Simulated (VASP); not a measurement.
Here is a VASP 6.6.1 calculation.

The input INCAR:

```
SYSTEM = Al
PREC = Accurate
ENCUT = 520
EDIFF = 1E-7
ISMEAR = 0
SIGMA = 0.1
LREAL = .False.
LASPH = .True.
NELM = 80
ALGO = Fast
ISIF = 2
LWAVE = .False.
LCHARG = .False.
GGA = PS
IVDW = 12
NBANDS = 14
```

File KPOINTS:

```
regular mesh
0
Gamma
  24 24 6
  0 0 0
```

POSCAR

```
Al
1.0
    2.8291294548      0.0000000000      0.0000000000
   -1.4145647274      2.4500979784      0.0000000000
    0.0000000000      0.0000000000      9.1351436552
Al
4
Direct
    0.0000000000      0.0000000000      0.0000000000
    0.3333333333      0.6666666667      0.2500000000
    0.0000000000      0.0000000000      0.5000000000
    0.6666666667      0.3333333333      0.7500000000
```

Potentials or basis: VASP PAW PBE potentials, release 64 (Al).

Command:

```sh
$ cat potpaw_PBE.64/Al/POTCAR > POTCAR
$ mpirun -np 1 vasp_std > vasp.out
```

(1) Predict the band gap on the k mesh.

(2) Estimate the dispersion energy per atom.

(3) What does it give for the pressure?

Results:

(1) zero (bands 6 and 7 overlap by 5.74 eV).

(2) -0.331 eV.

(3) -1.2 GPa.

Caveat: the cell differs from its parent crystal (biaxial strain in the a-b plane: +1.0 %, then relaxed in part); the PAW data sets were made with another functional, which shifts forces and pressure a little.
